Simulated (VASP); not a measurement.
# ZrH (I-4m2) in VASP: notebook

ZrH is run at these levels: LDA; tasks: single point.

Program: VASP 6.6.1. These are calculated values, not measurements. Logs are shortened: lines on timing, memory, paths and dates and some standing lists are left out, and cuts for length are marked.

### 1 The cell of the first run

It takes space group I-4m2 (No. 119, tetragonal). The conventional cell has a = 3.258 Å, b = 3.258 Å, c = 4.964 Å, α = 90.00°, β = 90.00°, γ = 90.00°. Zr (site symmetry -4m2) has 4 H at 2.05 Å within 2.7 Å. H (site symmetry -4m2) has 4 Zr at 2.05 Å within 2.7 Å.

### 2 Single point, LDA

INCAR

```
SYSTEM = ZrH
  PREC = Accurate
  ENCUT = 520
  EDIFF = 1E-7
  ISMEAR = 1
  SIGMA = 0.15
  LREAL = .False.
  LASPH = .True.
  NELM = 100
  ALGO = Normal
  ISIF = 2
  LWAVE = .False.
  LCHARG = .False.
  NBANDS = 14
```

KPOINTS

```
regular mesh
0
Gamma
  12 12 12
  0 0 0
```

POSCAR

```
ZrH
1.0
   -1.6291636362      1.6291636362      2.4819368124
    1.6291636362     -1.6291636362      2.4819368124
    1.6291636362      1.6291636362     -2.4819368124
Zr H
1 1
Direct
    0.0000000000      0.0000000000      0.0000000000
    0.7500000000      0.2500000000      0.5000000000
```

Potentials or basis: VASP PAW LDA potentials, release 64 (Zr_sv, H).

On the command line:

```
> cat potpaw_LDA.64/Zr_sv/POTCAR potpaw_LDA.64/H/POTCAR > POTCAR
> mpirun -np 1 vasp_std > vasp.out
```

OUTCAR:

```text
SYSTEM = ZrH
   PREC = Accurate
   ENCUT = 520
   EDIFF = 1E-7
   ISMEAR = 1
   LREAL = .False.
   LASPH = .True.
   NELM = 100
   ISIF = 2

 ion  position               nearest neighbor table
   1  0.000  0.000  0.000-   2 2.05   2 2.05   2 2.05   2 2.05
   2  0.750  0.250  0.500-   1 2.05   1 2.05   1 2.05   1 2.05

  LATTYP: Found a body centered tetragonal cell.
 ALAT       =     3.2583272724
 C/A-ratio  =     1.5234423094

  Lattice vectors:

 A1 = (  -1.6291636362,   1.6291636362,   2.4819368124)
 A2 = (   1.6291636362,  -1.6291636362,   2.4819368124)
 A3 = (   1.6291636362,   1.6291636362,  -2.4819368124)

Analysis of symmetry for initial positions (statically):
=====================================================================
 Subroutine PRICEL returns:
 Original cell was already a primitive cell.

 Routine SETGRP: Setting up the symmetry group for a
 body centered tetragonal supercell.

 Subroutine GETGRP returns: Found  8 space group operations
 (whereof  8 operations were pure point group operations)
 out of a pool of 16 trial point group operations.

The static configuration has the point symmetry D_2d.

Analysis of symmetry for dynamics (positions and initial velocities):
=====================================================================
 Subroutine PRICEL returns:
 Original cell was already a primitive cell.

 Routine SETGRP: Setting up the symmetry group for a
 body centered tetragonal supercell.

 Subroutine GETGRP returns: Found  8 space group operations
 (whereof  8 operations were pure point group operations)
 out of a pool of 16 trial point group operations.

The dynamic configuration has the point symmetry D_2d.

 Subroutine INISYM returns: Found  8 space group operations
 (whereof  8 operations are pure point group operations),
 and found     1 'primitive' translations

----------------------------------------------------------------------------------------

                                     Primitive cell

  volume of cell :      26.3500

  direct lattice vectors                    reciprocal lattice vectors
    -1.629163636  1.629163636  2.481936812     0.000000000  0.306905942  0.201455572
     1.629163636 -1.629163636  2.481936812     0.306905942  0.000000000  0.201455572
     1.629163636  1.629163636 -2.481936812     0.306905942  0.306905942  0.000000000

  length of vectors
     3.386496515  3.386496515  3.386496515     0.367117971  0.367117971  0.434030545

  position of ions in fractional coordinates (direct lattice)
     0.000000000  0.000000000  0.000000000
     0.750000000  0.250000000  0.500000000

  ion indices of the primitive-cell ions
   primitive index   ion index
                 1           1
                 2           2

----------------------------------------------------------------------------------------

 KPOINTS: regular mesh

Automatic generation of k-mesh.
 Grid dimensions read from file:
 generate k-points for:   12   12   12

 Generating k-lattice:

  Cartesian coordinates                     Fractional coordinates (reciprocal lattice)
     0.000000000  0.025575495  0.016787964     0.083333333  0.000000000  0.000000000
     0.025575495  0.000000000  0.016787964     0.000000000  0.083333333  0.000000000
     0.025575495  0.025575495  0.000000000     0.000000000  0.000000000  0.083333333

  Length of vectors
     0.030593164  0.030593164  0.036169212

  Shift w.r.t. Gamma in fractional coordinates (k-lattice)
     0.000000000  0.000000000  0.000000000

 Subroutine IBZKPT returns following result:
 ===========================================

 Found    163 irreducible k-points:

 Following reciprocal coordinates:
            Coordinates               Weight
  0.000000  0.000000  0.000000      1.000000
  0.083333  0.000000 -0.000000      8.000000
  0.166667 -0.000000  0.000000      8.000000
  0.250000  0.000000 -0.000000      8.000000
  0.333333  0.000000 -0.000000      8.000000
  0.416667  0.000000 -0.000000      8.000000
[... 16 lines left out ...]
  0.500000  0.166667 -0.000000     16.000000
 -0.416667  0.166667  0.000000     16.000000
 [... further k-points ...]
   k-points           NKPTS =    163   k-points in BZ     NKDIM =    163   number of bands    NBANDS=     14
   number of dos      NEDOS =    301   number of ions     NIONS =      2
   total plane-waves  NPLWV =  21952
   dimension x,y,z NGX =    28 NGY =   28 NGZ =   28
   dimension x,y,z NGXF=    56 NGYF=   56 NGZF=   56
   ions per type =               1   1
   NGX,Y,Z   is equivalent  to a cutoff of  13.75, 13.75, 13.75 a.u.
   NGXF,Y,Z  is equivalent  to a cutoff of  27.49, 27.49, 27.49 a.u.
 SYSTEM =  ZrH
   PREC   = accura    normal or accurate (medium, high low for compatibility)
   ISTART =      0    job   : 0-new  1-cont  2-samecut
   ICHARG =      2    charge: 1-file 2-atom 10-const
   ISPIN  =      1    spin polarized calculation?
   LNONCOLLINEAR =      F non collinear calculations
   LSORBIT =      F    spin-orbit coupling
   LASPH  =      T    aspherical Exc in radial PAW
   ENCUT  =  520.0 eV  38.22 Ry    6.18 a.u.   6.30  6.30  6.30*2*pi/ulx,y,z
   NELM   =    100;   NELMIN=  2; NELMDL= -5     # of ELM steps
   EDIFF  = 0.1E-06   stopping-criterion for ELM
   LREAL  =      F    real-space projection
   EDIFFG = 0.1E-05   stopping-criterion for IOM
   NSW    =      0    number of steps for IOM
   IBRION =     -1    ionic relax: 0-MD 1-quasi-New 2-CG
   NFREE  =      0    steps in history (QN), initial steepest desc. (CG)
   ISIF   =      2    stress and relaxation
   ISYM   =      2    0-nonsym 1-usesym 2-fastsym
   POTIM  = 0.5000    time-step for ionic-motion
   TEBEG  =    0.0;   TEEND  =   0.0 temperature during run
   PSTRESS=    0.0 pullay stress
   NELECT =      13.0000    total number of electrons
   NUPDOWN=      -1.0000    fix difference up-down
   EMIN   =  10.00;   EMAX   =-10.00  energy-range for DOS
   EFERMI =   0.00;   METHOD = LEGACY
   ISMEAR =     1;   SIGMA  =   0.15  broadening in eV -4-tet -1-fermi 0-gaus
   EFERMI_NEDOS =   21; number of points for ismear=-14 and -15
   IALGO  =     38    algorithm
   IMIX   =      4    mixing-type and parameters
     AMIX     =   0.40;   BMIX     =  1.00
     AMIX_MAG =   1.60;   BMIX_MAG =  1.00
  volume/ion in A,a.u.               =      13.17        88.91
  Fermi-wavevector in a.u.,A,eV,Ry     =   1.293588  2.444526 22.767572  1.673369
  Thomas-Fermi vector in A             =   2.425224
   LORBIT       =      0    0 simple, 1 ext, 2 COOP (PROOUT), +10 PAW based schemes
   GGA     = CA    functional components
   LHFCALC =     F    Hartree Fock is set to
   AEXX    =    0.0000 exact exchange contribution
   IVDW    =     0    specifies the selected vdW correction
   LEPSILON=     F    determine dielectric tensor
   LRPA    =     F    only Hartree local field effects (RPA)
 non-spin polarized calculation
 Methfessel and Paxton  Order N= 1 SIGMA  =   0.15
  energy-cutoff  :      520.00
  volume of cell :       26.35
 maximum number of plane-waves:       723
 NGX is ok and might be reduce to    28
   NGX = 13   NGY = 13   NGZ = 13

 number of electron      12.9999999 magnetization

 Free energy of the ion-electron system (eV)
  ---------------------------------------------------
  ext. energy  EPLUGINS =         0.00000000
  ---------------------------------------------------
  free energy    TOTEN  =       -13.54196300 eV

  energy without entropy =      -13.54338816  energy(sigma->0) =      -13.54243806

 E-fermi :   7.7225     XC(G=0): -11.2000

 val. band max:        7.7171591730   @ k =  -0.4167  -0.4167   0.4167
 cond. band min:       7.7227892084   @ k =  -0.3333   0.4167   0.0833
 fundamental gap:      0.0056300355
 Fermi energy:         7.7225369080

 k-point     1 :       0.0000    0.0000    0.0000
  band No.  band energies     occupation
      1     -40.7731      2.00000
      2     -18.6112      2.00000
      3     -18.5820      2.00000
      4     -18.5820      2.00000
      5      -0.0929      2.00000
      6       7.8927     -0.06808
      7       8.5392     -0.00000
      8       8.5392     -0.00000
      9      10.0871     -0.00000
     10      11.1422      0.00000
     11      11.9537      0.00000
     12      20.3000      0.00000
     13      21.8746      0.00000
     14      21.8746      0.00000

 k-point     2 :       0.0833    0.0000   -0.0000
  band No.  band energies     occupation
      1     -40.7670      2.00000
      2     -18.6461      2.00000
      3     -18.6075      2.00000
      4     -18.5859      2.00000
      5       0.0657      2.00000
      6       7.7607      0.58431
      7       8.3224     -0.00000
      8       8.6333     -0.00000
      9      10.0644     -0.00000
     10      11.0280      0.00000
     11      12.5612      0.00000
     12      20.2399      0.00000
     13      21.4066      0.00000
     14      22.2617      0.00000

 k-point     3 :       0.1667   -0.0000    0.0000
  band No.  band energies     occupation
      1     -40.7500      2.00000
      2     -18.7819      2.00000
      3     -18.6340      2.00000
      4     -18.5965      2.00000
      5       0.4908      2.00000
      6       7.1747      2.00000
      7       8.3498     -0.00000
      8       8.8551     -0.00000
      9      10.0900     -0.00000
     10      10.8101      0.00000
     11      13.7535      0.00000
     12      19.4232      0.00000
     13      22.0997      0.00000
     14      23.3160      0.00000
[... 324 lines left out ...]
 k-point    23 :       0.5000    0.1667   -0.0000
  band No.  band energies     occupation
      1     -40.6697      2.00000
      2     -19.2568      2.00000
      3     -18.7862      2.00000
      4     -18.7389      2.00000
      5       2.0527      2.00000
      6       6.8350      2.00000
      7       7.7530      0.66439
      8       8.8203     -0.00000
      9      12.1791      0.00000
     10      12.4527      0.00000
     11      15.2474      0.00000
     12      16.6145      0.00000
     13      20.0504      0.00000
     14      20.7357      0.00000

 k-point    24 :      -0.4167    0.1667    0.0000
  band No.  band energies     occupation
      1     -40.6809      2.00000
      2     -19.1866      2.00000
      3     -18.7548      2.00000
      4     -18.7336      2.00000
      5       1.9154      2.00000
      6       6.4150      2.00000
      7       7.9767     -0.03760
      8       8.9486     -0.00000
      9      11.3899      0.00000
     10      12.1130      0.00000
     11      16.1268      0.00000
     12      17.1151      0.00000
     13      20.3296      0.00000
     14      21.4071      0.00000

 [... further k-points ...]
[... 5 lines left out ...]
  --------------------------------------------------------------------------------------
  -------------------------------------------------------------------------------------
  Total       -0.6260718     -0.6260718     -0.5871245      0.0000000     -0.0000000      0.0000000
  in kB      -38.0675200    -38.0675200    -35.6993810      0.0000000     -0.0000000      0.0000000
  external PRESSURE =     -37.2781403 kB  Pullay stress =       0.0000000 kB

 VOLUME and BASIS-vectors are now :
 -----------------------------------------------------------------------------
  energy-cutoff  :      520.00
  volume of cell :       26.35
      direct lattice vectors                 reciprocal lattice vectors
    -1.629163636  1.629163636  2.481936812     0.000000000  0.306905942  0.201455572
     1.629163636 -1.629163636  2.481936812     0.306905942  0.000000000  0.201455572
     1.629163636  1.629163636 -2.481936812     0.306905942  0.306905942  0.000000000

 POSITION                                       TOTAL-FORCE (eV/Angst)
 -----------------------------------------------------------------------------------
      0.00000      0.00000      0.00000         0.000000     -0.000000      0.000000
     -0.00000      1.62916      1.24097        -0.000000      0.000000     -0.000000
 -----------------------------------------------------------------------------------
    total drift:                               -0.000000      0.000000      0.000000

  FREE ENERGIE OF THE ION-ELECTRON SYSTEM (eV)
  ---------------------------------------------------
  free  energy   TOTEN  =       -13.5419630045 eV

  energy  without entropy=      -13.5433881581  energy(sigma->0) =      -13.54243806
```

Wall time 37 s (1 thread of Intel Xeon Platinum 8488C (Sapphire Rapids), shared host); peak memory 0.18 GiB.

What came out:

```yaml
Free_energy: -13.5420 eV
Pressure: -3.7 GPa
```

### 3 Single point, LDA

This run uses another cell than the first one, of 13.54 Å³/atom, 1.027 times its volume.

INCAR

```
SYSTEM = ZrH
PREC = Accurate
ENCUT = 520
EDIFF = 1E-6
ISMEAR = 1
SIGMA = 0.15
LREAL = .FALSE.
LASPH = .TRUE.
NELM = 80
ALGO = Normal
ISIF = 2
LWAVE = .FALSE.
LCHARG = .FALSE.
NBANDS = 14
```

KPOINTS

```
regular mesh
0
G
  12 12 12
  0 0 0
```

POSCAR

```
ZrH
1.0
   -1.6439080000      1.6439080000      2.5043990000
    1.6439080000     -1.6439080000      2.5043990000
    1.6439080000      1.6439080000     -2.5043990000
Zr H
1 1
Direct
    0.0000000000      0.0000000000      0.0000000000
    0.7500000000      0.2500000000      0.5000000000
```

Potentials or basis: VASP PAW LDA potentials, release 64 (Zr_sv, H).

On the command line:

```
> cat potpaw_LDA.64/Zr_sv/POTCAR potpaw_LDA.64/H/POTCAR > POTCAR
> mpirun -np 1 vasp_std > vasp.out
```

Wall time 35 s (1 thread of Intel Xeon Platinum 8488C (Sapphire Rapids), shared host); peak memory 0.19 GiB.

The run converged. Its results:

* Free energy: -13.5191 eV
* Pressure: -6.7 GPa

Levels at points of the mesh, in eV from the Fermi level:
```
           k point  band 2  band 3  band 4  band 5  band 6  band 7  band 8  band 9  band 10  band 11
(0.00, 0.00, 0.00)  -26.43  -26.40  -26.40   -7.73    0.17    0.80    0.80    2.29     3.31     4.18
(0.50, 0.00, 0.00)  -27.07  -26.53  -26.45   -5.89   -0.33    0.22    0.93    4.11     4.45     6.74
(0.50, 0.50, 0.00)  -27.04  -26.71  -26.62   -5.35   -2.60    0.81    4.21    4.26     4.99     7.58
(0.50, 0.50, 0.50)  -27.04  -26.58  -26.58   -5.21   -2.67    0.09    4.44    4.58     4.58     8.62
```
